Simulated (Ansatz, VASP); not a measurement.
# ZnO: VASP beside Ansatz

Contents of INCAR:

```
ALGO = Normal ; EDIFF = 1E-6
EDIFFG = -0.002 ; ENCUT = 600
GGA = PS ; IBRION = 2
ISIF = 3 ; ISMEAR = 0
LASPH = True ; LCHARG = False
LREAL = False ; LWAVE = False
NELM = 100 ; NSW = 100
PREC = Accurate ; SIGMA = 0.02
```

The input KPOINTS:

```
k-points
0
Gamma
  15 15 8
```

The input POSCAR:

```
ZnO
1.0
    3.2500000000      0.0000000000      0.0000000000
   -1.6250000000      2.8145825623      0.0000000000
    0.0000000000      0.0000000000      5.2050000000
Zn O
2 2
Direct
    0.3333333333      0.6666666667      0.0000000000
    0.6666666667      0.3333333333      0.5000000000
    0.3333333333      0.6666666667      0.5000000000
    0.6666666667      0.3333333333      1.0000000000
```

Input for Ansatz:

```yaml
crystal:
  lattice:
    - [3.25, 0.0, 0.0]
    - [-1.625, 2.8145825623, 0.0]
    - [0.0, 0.0, 5.205]
  atoms:
    - { symbol: Zn, position: [0.3333333333, 0.6666666667, 0.0] }
    - { symbol: Zn, position: [0.6666666667, 0.3333333333, 0.5] }
    - { symbol: O, position: [0.3333333333, 0.6666666667, 0.5] }
    - { symbol: O, position: [0.6666666667, 0.3333333333, 1.0] }
basis:
  ecutwfc: 420
kpoints:
  mp_grid: { grid: [15, 15, 8] }
hamiltonian:
  xc: pbesol
  pseudopotentials: { kind: paw, azcp: { folder: soft_1 } }
scf:
  occupations: { method: gaussian, width: 0.02 }
output:
  forces: true
  stress: true
  eigenvalues: true
  write_density: true
  write_potential: true
  elf: true
  volumetric_format: npy
relax:
  adjacent_minimum: "off"
  f_tol: 0.002
  max_steps: 80
  cell: { stress_tol: 0.02 }
```

Alike in both runs: task relaxation of cell and atoms; functional PBEsol; k mesh 15 × 15 × 8; occupations gaussian, width 0.02 eV; no spin polarisation.

|  | VASP | Ansatz |
| --- | --- | --- |
| version | VASP 6.6.1 | Ansatz 0.2.0 |
| potentials or method | VASP PAW PBE potentials, release 64 (Zn, O), cutoff 600 eV | scalar-relativistic, plane waves, PAW |
| valence electrons in the cell | 36 | 36 |

```tsv
	VASP	Ansatz	Ansatz less VASP
gap on the k mesh at the Fermi level, each at its own relaxed structure (eV)	0.89	0.93	+0.035
relaxed volume (Å³/atom)	11.37	11.30	-0.064
relaxed cell length with the largest relative difference (Å)	3.419	3.412	-0.0070
```

VASP's potentials were made for PBE, not for PBEsol, and Ansatz warns of the same on its side.
